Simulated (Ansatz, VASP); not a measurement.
# Two plane-wave programs on Hg

File INCAR:

```
  ALGO = Normal
  EDIFF = 1E-8
  ENCUT = 520
  GGA = CA
  ISIF = 2
  ISMEAR = -1
  LASPH = T
  LCHARG = F
  LEFG = T
  LREAL = F
  LWAVE = F
  NBANDS = 12
  NELM = 60
  PREC = Accurate
  SIGMA = 0.03
```

File KPOINTS:

```
k-points
0
Gamma
  12 12 12
```

File POSCAR:

```
Hg
1.0
    1.7639306470      1.0184058339      2.2778150453
   -1.7639306470      1.0184058339      2.2778150453
    0.0000000000     -2.0368116678      2.2778150453
Hg
1
Direct
    0.0000000000      0.0000000000      0.0000000000
```

Input for Ansatz:

```yaml
crystal:
  lattice:
    - [1.763930647, 1.0184058339, 2.2778150453]
    - [-1.763930647, 1.0184058339, 2.2778150453]
    - [0.0, -2.0368116678, 2.2778150453]
  atoms:
    - { symbol: Hg, position: [0.0, 0.0, 0.0] }
kpoints:
  mp_grid: { grid: [12, 12, 12] }
scf:
  occupations: { method: fermi_dirac, width: 0.03 }
hamiltonian:
  xc: lda
  pseudopotentials: { kind: paw }
output:
  forces: true
  stress: true
  eigenvalues: true
  efg: { contact_densities: true }
```

Change from the starting cell: volume scaled by 1.06, PAW files.

Alike in both runs: task electric field gradients; functional LDA; k mesh 12 × 12 × 12; occupations fermi-dirac, width 0.03 eV; no spin polarisation.

```csv
,VASP,Ansatz
version,VASP 6.6.1,Ansatz 0.2.0
potentials or method,"VASP PAW LDA potentials, release 64 (Hg)","PAW with Ansatz's default frozen-core files, scalar-relativistic"
plane-wave cutoff (eV),520,420
valence electrons in the cell,12,20
```

```csv
,VASP,Ansatz,Ansatz less VASP
pressure (GPa),-3.2,-3.6,-0.41
"traceless stress, the component that is largest in VASP (GPa)",-1.38,-1.60,-0.227
size of Vzz on the site where it differs most (V/Å²),128.3,101.2,-27.11
```

LDA's correlation is that of Perdew and Zunger in VASP and of Perdew and Wang (1992) in Ansatz. VASP's potentials hold 12 valence electrons a cell and Ansatz's 20, so a difference there can come from the potentials and not from the codes.

Neither program's run includes spin-orbit coupling.
